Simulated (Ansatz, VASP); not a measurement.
## SiC in VASP and in Ansatz

Contents of INCAR:

```
ALGO = Normal
EDIFF = 1E-6
ENCUT = 520
GGA = PE
ISIF = 2
ISMEAR = 0
LASPH = True
LCHARG = True
LELF = True
LREAL = False
LVHAR = True
LWAVE = False
NBANDS = 11
NELM = 100
PREC = Accurate
SIGMA = 0.05
```

KPOINTS

```
k-points
0
Gamma
  12 12 12
```

POSCAR

```
SiC
1.0
    0.0000000000      2.2669536897      2.2669536897
    2.2669536897      0.0000000000      2.2669536897
    2.1505834003      2.1505834003      0.1163702894
Si C
1 1
Direct
    0.0000000000      0.0000000000      0.0000000000
    0.7500000000      0.7500000000      0.7500000000
```

Input for Ansatz:

```yaml
crystal:
  lattice:
    - [0.0, 2.2669536897, 2.2669536897]
    - [2.2669536897, 0.0, 2.2669536897]
    - [2.1505834003, 2.1505834003, 0.1163702894]
  atoms:
    - { symbol: Si, position: [0.0, 0.0, 0.0] }
    - { symbol: C, position: [0.75, 0.75, 0.75] }
basis:
  ecutwfc: 520.0
kpoints:
  mp_grid: { grid: [12, 12, 12] }
hamiltonian:
  xc: pbe
scf:
  occupations: { method: gaussian, width: 0.05 }
output:
  forces: true
  stress: true
  eigenvalues: true
```

Alike in both runs: task single point; functional PBE; k mesh 12 × 12 × 12; occupations gaussian, width 0.05 eV; no spin polarisation.

|  | VASP | Ansatz |
| --- | --- | --- |
| version | VASP 6.6.1 | Ansatz 0.2.0 |
| potentials or method | VASP PAW PBE potentials, release 64 (Si, C), cutoff 520 eV | scalar-relativistic, plane waves, PAW |
| valence electrons in the cell | 8 | 8 |

```tsv
	VASP	Ansatz	Ansatz less VASP
gap on the k mesh at the Fermi level (eV)	1.08	1.09	+0.007
least direct gap on the mesh (eV)	3.94	3.94	+0.005
pressure (GPa)	-2.9	-2.9	+0.03
traceless stress, the component that is largest in VASP (GPa)	14.06	14.01	-0.044
rms of the force components (eV/Å)	0.535	0.536	+0.0008
```

Atom by atom the forces differ by 0.001 eV/Å (rms over components).
